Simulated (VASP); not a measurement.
# Bi (P4/mmm) in VASP: a series of runs

Bi is run at these levels: PBE; tasks: single point, relaxation of cell and atoms.

All numbers are computed with VASP 6.6.1; they aren't measurements. Logs are shortened: lines on timing, memory, paths and dates and some standing lists are left out, and cuts for length are marked.

## (1) The cell of the first run

Symmetry: P4/mmm, No. 123, tetragonal system. The conventional cell has a = 3.404 Å, b = 3.404 Å, c = 3.114 Å, α = 90.00°, β = 90.00°, γ = 90.00°. Within 4.1 Å of Bi (site symmetry 4/mmm) lie 6 Bi at 3.11 to 3.40 Å.

## (2) Single point, PBE

File INCAR:

```
  ALGO = Fast
  EDIFF = 1E-6
  ENCUT = 520
  GGA = PE
  ISIF = 2
  ISMEAR = 0
  LASPH = True
  LCHARG = False
  LREAL = False
  LWAVE = False
  NBANDS = 14
  NELM = 60
  PREC = Accurate
  SIGMA = 0.1
```

File KPOINTS:

```
k-points
0
Gamma
  4 4 6
```

File POSCAR:

```
Bi
1.0
    3.4041403830      0.0000000000      0.0000000000
    0.0000000000      3.4041403830      0.0000000000
    0.0000000000      0.0000000000      3.1137357780
Bi
1
Direct
    0.5000000000      0.5000000000      0.0000000000
```

Potentials or basis: VASP PAW PBE potentials, release 64 (Bi_d).

Launch:

```
> cat potpaw_PBE.64/Bi_d/POTCAR > POTCAR
> mpirun -np 1 vasp_std > vasp.out
```

OUTCAR:

```text
EDIFF = 1E-6
   ENCUT = 520
   GGA = PE
   ISIF = 2
   ISMEAR = 0
   LASPH = True
   LREAL = False
   NELM = 60
   PREC = Accurate

 ion  position               nearest neighbor table
   1  0.500  0.500  0.000-

  LATTYP: Found a simple tetragonal cell.
 ALAT       =     3.4041403830
 C/A-ratio  =     0.9146907670

  Lattice vectors:

 A1 = (   3.4041403830,   0.0000000000,   0.0000000000)
 A2 = (   0.0000000000,   3.4041403830,   0.0000000000)
 A3 = (   0.0000000000,   0.0000000000,   3.1137357780)

Analysis of symmetry for initial positions (statically):
=====================================================================
 Subroutine PRICEL returns:
 Original cell was already a primitive cell.

 Routine SETGRP: Setting up the symmetry group for a
 simple tetragonal supercell.

 Subroutine GETGRP returns: Found 16 space group operations
 (whereof 16 operations were pure point group operations)
 out of a pool of 16 trial point group operations.

The static configuration has the point symmetry D_4h.

Analysis of symmetry for dynamics (positions and initial velocities):
=====================================================================
 Subroutine PRICEL returns:
 Original cell was already a primitive cell.

 Routine SETGRP: Setting up the symmetry group for a
 simple tetragonal supercell.

 Subroutine GETGRP returns: Found 16 space group operations
 (whereof 16 operations were pure point group operations)
 out of a pool of 16 trial point group operations.

The dynamic configuration has the point symmetry D_4h.

 Subroutine INISYM returns: Found 16 space group operations
 (whereof 16 operations are pure point group operations),
 and found     1 'primitive' translations

----------------------------------------------------------------------------------------

                                     Primitive cell

  volume of cell :      36.0825

  direct lattice vectors                    reciprocal lattice vectors
     3.404140383  0.000000000  0.000000000     0.293759918  0.000000000  0.000000000
     0.000000000  3.404140383  0.000000000     0.000000000  0.293759918  0.000000000
     0.000000000  0.000000000  3.113735778     0.000000000  0.000000000  0.321157629

  length of vectors
     3.404140383  3.404140383  3.113735778     0.293759918  0.293759918  0.321157629

  position of ions in fractional coordinates (direct lattice)
     0.500000000  0.500000000  0.000000000

  ion indices of the primitive-cell ions
   primitive index   ion index
                 1           1

----------------------------------------------------------------------------------------

 KPOINTS: k-points

Automatic generation of k-mesh.
 Grid dimensions read from file:
 generate k-points for:    4    4    6

 Generating k-lattice:

  Cartesian coordinates                     Fractional coordinates (reciprocal lattice)
     0.073439980  0.000000000  0.000000000     0.250000000  0.000000000  0.000000000
     0.000000000  0.073439980  0.000000000     0.000000000  0.250000000  0.000000000
     0.000000000  0.000000000  0.053526272     0.000000000  0.000000000  0.166666667

  Length of vectors
     0.073439980  0.073439980  0.053526272

  Shift w.r.t. Gamma in fractional coordinates (k-lattice)
     0.000000000  0.000000000  0.000000000

 Subroutine IBZKPT returns following result:
 ===========================================

 Found     24 irreducible k-points:

 Following reciprocal coordinates:
            Coordinates               Weight
  0.000000  0.000000  0.000000      1.000000
  0.250000  0.000000  0.000000      4.000000
  0.500000  0.000000  0.000000      2.000000
  0.250000  0.250000  0.000000      4.000000
  0.500000  0.250000  0.000000      4.000000
  0.500000  0.500000  0.000000      1.000000
[... 16 lines left out ...]
  0.500000  0.250000  0.500000      4.000000
  0.500000  0.500000  0.500000      1.000000
   k-points           NKPTS =     24   k-points in BZ     NKDIM =     24   number of bands    NBANDS=     14
   number of dos      NEDOS =    301   number of ions     NIONS =      1
   total plane-waves  NPLWV =  18816
   dimension x,y,z NGX =    28 NGY =   28 NGZ =   24
   dimension x,y,z NGXF=    56 NGYF=   56 NGZF=   48
   ions per type =               1
   NGX,Y,Z   is equivalent  to a cutoff of  13.67, 13.67, 12.81 a.u.
   NGXF,Y,Z  is equivalent  to a cutoff of  27.35, 27.35, 25.63 a.u.
 SYSTEM =  unknown system
   PREC   = accura    normal or accurate (medium, high low for compatibility)
   ISTART =      0    job   : 0-new  1-cont  2-samecut
   ICHARG =      2    charge: 1-file 2-atom 10-const
   ISPIN  =      1    spin polarized calculation?
   LNONCOLLINEAR =      F non collinear calculations
   LSORBIT =      F    spin-orbit coupling
   LASPH  =      T    aspherical Exc in radial PAW
   ENCUT  =  520.0 eV  38.22 Ry    6.18 a.u.   6.33  6.33  5.79*2*pi/ulx,y,z
   NELM   =     60;   NELMIN=  2; NELMDL= -5     # of ELM steps
   EDIFF  = 0.1E-05   stopping-criterion for ELM
   LREAL  =      F    real-space projection
   EDIFFG = 0.1E-04   stopping-criterion for IOM
   NSW    =      0    number of steps for IOM
   IBRION =     -1    ionic relax: 0-MD 1-quasi-New 2-CG
   NFREE  =      0    steps in history (QN), initial steepest desc. (CG)
   ISIF   =      2    stress and relaxation
   ISYM   =      2    0-nonsym 1-usesym 2-fastsym
   POTIM  = 0.5000    time-step for ionic-motion
   TEBEG  =    0.0;   TEEND  =   0.0 temperature during run
   PSTRESS=    0.0 pullay stress
   NELECT =      15.0000    total number of electrons
   NUPDOWN=      -1.0000    fix difference up-down
   EMIN   =  10.00;   EMAX   =-10.00  energy-range for DOS
   EFERMI =   0.00;   METHOD = LEGACY
   ISMEAR =     0;   SIGMA  =   0.10  broadening in eV -4-tet -1-fermi 0-gaus
   EFERMI_NEDOS =   21; number of points for ismear=-14 and -15
   IALGO  =     68    algorithm
   IMIX   =      4    mixing-type and parameters
     AMIX     =   0.40;   BMIX     =  1.00
     AMIX_MAG =   1.60;   BMIX_MAG =  1.00
  volume/ion in A,a.u.               =      36.08       243.50
  Fermi-wavevector in a.u.,A,eV,Ry     =   1.221818  2.308900 20.311296  1.492838
  Thomas-Fermi vector in A             =   2.356986
   LORBIT       =      0    0 simple, 1 ext, 2 COOP (PROOUT), +10 PAW based schemes
   GGA     = PE    functional components
   LHFCALC =     F    Hartree Fock is set to
   AEXX    =    0.0000 exact exchange contribution
   IVDW    =     0    specifies the selected vdW correction
   LEPSILON=     F    determine dielectric tensor
   LRPA    =     F    only Hartree local field effects (RPA)
 non-spin polarized calculation
 RMM-DIIS sequential band-by-band and
 Gauss-broadening in eV      SIGMA  =   0.10
  energy-cutoff  :      520.00
  volume of cell :       36.08
 maximum number of plane-waves:       995
 NGX is ok and might be reduce to    28
   NGX = 13   NGY = 13   NGZ = 11

 number of electron      14.9999995 magnetization

 Free energy of the ion-electron system (eV)
  ---------------------------------------------------
  ext. energy  EPLUGINS =         0.00000000
  ---------------------------------------------------
  free energy    TOTEN  =        -3.67411888 eV

  energy without entropy =       -3.66960798  energy(sigma->0) =       -3.67186343

 E-fermi :   5.9783     XC(G=0):  -9.4584

 val. band max:        5.6097251888   @ k =   0.5000   0.2500   0.0000
 cond. band min:       6.0370430629   @ k =   0.5000   0.2500   0.1667
 fundamental gap:      0.4273178741
 Fermi energy:         5.9782575693

 k-point     1 :       0.0000    0.0000    0.0000
  band No.  band energies     occupation
      1     -16.9508      2.00000
      2     -16.8521      2.00000
      3     -16.6444      2.00000
      4     -16.5791      2.00000
      5     -16.5791      2.00000
      6      -6.8423      2.00000
      7       8.2894      0.00000
      8       8.2894      0.00000
      9      10.6397      0.00000
     10      11.6295      0.00000
     11      13.0506      0.00000
     12      15.0156      0.00000
     13      22.1126      0.00000
     14      22.1126      0.00000

 k-point     2 :       0.2500    0.0000    0.0000
  band No.  band energies     occupation
      1     -16.9358      2.00000
      2     -16.7762      2.00000
      3     -16.6708      2.00000
      4     -16.6031      2.00000
      5     -16.5772      2.00000
      6      -6.2475      2.00000
      7       4.0199      2.00000
      8       8.9214      0.00000
      9      11.2981      0.00000
     10      12.9627      0.00000
     11      15.5199      0.00000
     12      18.0653      0.00000
     13      18.8521      0.00000
     14      19.1917      0.00000

 k-point     3 :       0.5000    0.0000    0.0000
  band No.  band energies     occupation
      1     -16.9277      2.00000
      2     -16.6970      2.00000
      3     -16.6936      2.00000
      4     -16.6269      2.00000
      5     -16.5753      2.00000
      6      -5.4037      2.00000
      7       1.3857      2.00000
      8       9.7393      0.00000
      9      12.1541      0.00000
     10      14.7535      0.00000
     11      15.3859      0.00000
     12      17.0742      0.00000
     13      17.2634      0.00000
     14      17.3180      0.00000

 k-point     4 :       0.2500    0.2500    0.0000
  band No.  band energies     occupation
      1     -16.9067      2.00000
      2     -16.7123      2.00000
      3     -16.7005      2.00000
      4     -16.6012      2.00000
      5     -16.6007      2.00000
      6      -5.6585      2.00000
      7       4.5546      2.00000
      8       4.8005      2.00000
      9      11.9676      0.00000
     10      13.4386      0.00000
     11      16.0513      0.00000
     12      18.9545      0.00000
     13      19.1805      0.00000
     14      20.3905      0.00000

 k-point     5 :       0.5000    0.2500    0.0000
  band No.  band energies     occupation
      1     -16.8902      2.00000
      2     -16.7300      2.00000
      3     -16.6357      2.00000
      4     -16.6246      2.00000
      5     -16.5989      2.00000
      6      -4.8237      2.00000
      7       2.0321      2.00000
      8       5.6097      2.00000
      9      11.0647      0.00000
     10      12.8373      0.00000
     11      17.7355      0.00000
[... 276 lines left out ...]
 k-point    22 :       0.2500    0.2500    0.5000
  band No.  band energies     occupation
      1     -16.7439      2.00000
      2     -16.7423      2.00000
      3     -16.6969      2.00000
      4     -16.6858      2.00000
      5     -16.4818      2.00000
      6      -3.2866      2.00000
      7       2.4487      2.00000
      8       7.0187      0.00000
      9       7.0755      0.00000
     10      11.4593      0.00000
     11      12.5855      0.00000
     12      16.3221      0.00000
     13      18.2841      0.00000
     14      21.5766      0.00000

 k-point    23 :       0.5000    0.2500    0.5000
  band No.  band energies     occupation
      1     -16.7773      2.00000
      2     -16.7396      2.00000
      3     -16.7135      2.00000
      4     -16.6374      2.00000
      5     -16.4420      2.00000
      6      -2.4443      2.00000
      7       3.2597      2.00000
      8       4.3087      2.00000
      9       7.9293      0.00000
     10       9.6970      0.00000
     11      13.4164      0.00000
     12      14.0142      0.00000
     13      15.6247      0.00000
     14      23.7044      0.00000

 k-point    24 :       0.5000    0.5000    0.5000
  band No.  band energies     occupation
      1     -16.7732      2.00000
      2     -16.7732      2.00000
      3     -16.7441      2.00000
      4     -16.5548      2.00000
      5     -16.4244      2.00000
      6      -1.5951      2.00000
      7       4.0150      2.00000
      8       5.1346      2.00000
      9       5.1346      2.00000
     10      11.2904      0.00000
     11      11.2904      0.00000
     12      11.7728      0.00000
     13      12.5581      0.00000
     14      27.5807      0.00000

------------------------ aborting loop because EDIFF is reached ----------------------------------------

  FORCE on cell =-STRESS in cart. coord.  units (eV):
  Direction    XX          YY          ZZ          XY          YZ          ZX
  --------------------------------------------------------------------------------------
  -------------------------------------------------------------------------------------
  Total        0.0023924      0.0023924      0.0038571      0.0000000      0.0000000     -0.0000000
  in kB        0.1062314      0.1062314      0.1712682      0.0000000      0.0000000     -0.0000000
  external PRESSURE =       0.1279104 kB  Pullay stress =       0.0000000 kB

 VOLUME and BASIS-vectors are now :
 -----------------------------------------------------------------------------
  energy-cutoff  :      520.00
  volume of cell :       36.08
      direct lattice vectors                 reciprocal lattice vectors
     3.404140383  0.000000000  0.000000000     0.293759918  0.000000000  0.000000000
     0.000000000  3.404140383  0.000000000     0.000000000  0.293759918  0.000000000
     0.000000000  0.000000000  3.113735778     0.000000000  0.000000000  0.321157629

 POSITION                                       TOTAL-FORCE (eV/Angst)
 -----------------------------------------------------------------------------------
      1.70207      1.70207      0.00000         0.000000      0.000000      0.000000
 -----------------------------------------------------------------------------------
    total drift:                                0.000000      0.000000     -0.000000

  FREE ENERGIE OF THE ION-ELECTRON SYSTEM (eV)
  ---------------------------------------------------
  free  energy   TOTEN  =        -3.6741188758 eV

  energy  without entropy=       -3.6696079769  energy(sigma->0) =       -3.67186343
```

Run time: 5.9 s. Hardware: 1 thread of Intel Xeon 6975P-C (Granite Rapids), shared host; peak memory 0.14 GiB.

What came out:

* Free energy: -3.6741 eV
* Pressure: 0.0 GPa

Caveat: the k points lie up to 0.46 Å⁻¹ apart; spin-orbit coupling is left out, which moves the levels of the heavy elements.

## (3) Single point, PBE

This run uses another cell than the first one, of 38.97 Å³/atom, 1.080 times its volume.

File INCAR:

```
ALGO = Normal
EDIFF = 1E-6
ENCUT = 520
GGA = PE
ISIF = 2
ISMEAR = 0
LASPH = True
LCHARG = False
LREAL = False
LWAVE = False
NBANDS = 14
NELM = 100
PREC = Accurate
SIGMA = 0.1
```

KPOINTS is that of step 2.

File POSCAR:

```
Bi
1.0
    3.8373228900      0.0000000000      0.0000000000
    0.0000000000      3.8373228900      0.0000000000
    0.0000000000      0.0000000000      2.6468068700
Bi
1
Direct
    0.5000000000      0.5000000000      0.0000000000
```

Potentials or basis: VASP PAW PBE potentials, release 64 (Bi_d).

Launch:

```
> cat potpaw_PBE.64/Bi_d/POTCAR > POTCAR
> mpirun -np 1 vasp_std > vasp.out
```

OUTCAR:

```text
EDIFF = 1E-6
   ENCUT = 520
   GGA = PE
   ISIF = 2
   ISMEAR = 0
   LASPH = True
   LREAL = False
   NELM = 100
   PREC = Accurate

 ion  position               nearest neighbor table
   1  0.500  0.500  0.000-

  LATTYP: Found a simple tetragonal cell.
 ALAT       =     3.8373228900
 C/A-ratio  =     0.6897534937

  Lattice vectors:

 A1 = (   3.8373228900,   0.0000000000,   0.0000000000)
[... 585 lines left out ...]
     11      10.7515      0.00000
     12      12.5312      0.00000
     13      12.5894      0.00000
     14      22.8412      0.00000

------------------------ aborting loop because EDIFF is reached ----------------------------------------

  FORCE on cell =-STRESS in cart. coord.  units (eV):
  Direction    XX          YY          ZZ          XY          YZ          ZX
  --------------------------------------------------------------------------------------
  -------------------------------------------------------------------------------------
  Total       -1.4314703     -1.4314703     12.4307898      0.0000000      0.0000000      0.0000000
  in kB      -58.8455988    -58.8455988    511.0111329      0.0000000      0.0000000      0.0000000
  external PRESSURE =     131.1066451 kB  Pullay stress =       0.0000000 kB

 VOLUME and BASIS-vectors are now :
 -----------------------------------------------------------------------------
  energy-cutoff  :      520.00
  volume of cell :       38.97
      direct lattice vectors                 reciprocal lattice vectors
     3.837322890  0.000000000  0.000000000     0.260598346  0.000000000  0.000000000
     0.000000000  3.837322890  0.000000000     0.000000000  0.260598346  0.000000000
     0.000000000  0.000000000  2.646806870     0.000000000  0.000000000  0.377813739

 POSITION                                       TOTAL-FORCE (eV/Angst)
 -----------------------------------------------------------------------------------
      1.91866      1.91866      0.00000         0.000000      0.000000      0.000000
 -----------------------------------------------------------------------------------
    total drift:                                0.000000      0.000000     -0.000000

  FREE ENERGIE OF THE ION-ELECTRON SYSTEM (eV)
  ---------------------------------------------------
  free  energy   TOTEN  =        -2.5478361909 eV

  energy  without entropy=       -2.5383221581  energy(sigma->0) =       -2.54307917
```

stdout:

```text
POSCAR found type information on POSCAR Bi
 POSCAR found :  1 types and       1 ions
 scaLAPACK will be used
 LDA part: xc-table for (Slater+PW92), standard interpolation
 POSCAR, INCAR and KPOINTS ok, starting setup
 FFT: planning ... GRIDC
 FFT: planning ... GRID_SOFT
 FFT: planning ... GRID
 WAVECAR not read
 entering main loop
```

Wall time 7.3 s (1 thread of Intel Xeon 6975P-C (Granite Rapids), shared host); peak memory 0.14 GiB.

Results:

```
Free energy : -2.5478 eV
Pressure    : 13.1 GPa
```

Levels at points of the mesh, in eV from the Fermi level:
```tsv
k point	band 4	band 5	band 6	band 7	band 8	band 9	band 10	band 11
(0.00, 0.00, 0.00)	-22.50	-22.50	-13.31	-0.25	-0.25	3.40	5.23	10.38
(0.50, 0.00, 0.00)	-22.51	-22.50	-12.69	-4.42	0.43	5.78	7.58	8.54
(0.50, 0.50, 0.00)	-22.51	-22.51	-12.10	-3.54	-3.54	2.41	12.01	13.97
(0.00, 0.00, 0.50)	-22.73	-22.18	-8.16	-5.20	4.17	4.17	7.49	8.98
(0.50, 0.00, 0.50)	-22.75	-22.15	-7.49	-4.63	-0.08	4.05	4.88	9.32
(0.50, 0.50, 0.50)	-22.71	-22.13	-6.84	-4.10	0.76	0.76	5.50	5.50
```

Caveat: the k points lie up to 0.41 Å⁻¹ apart; spin-orbit coupling is left out, which moves the levels of the heavy elements.

(Part 1 of 2 ends here.)
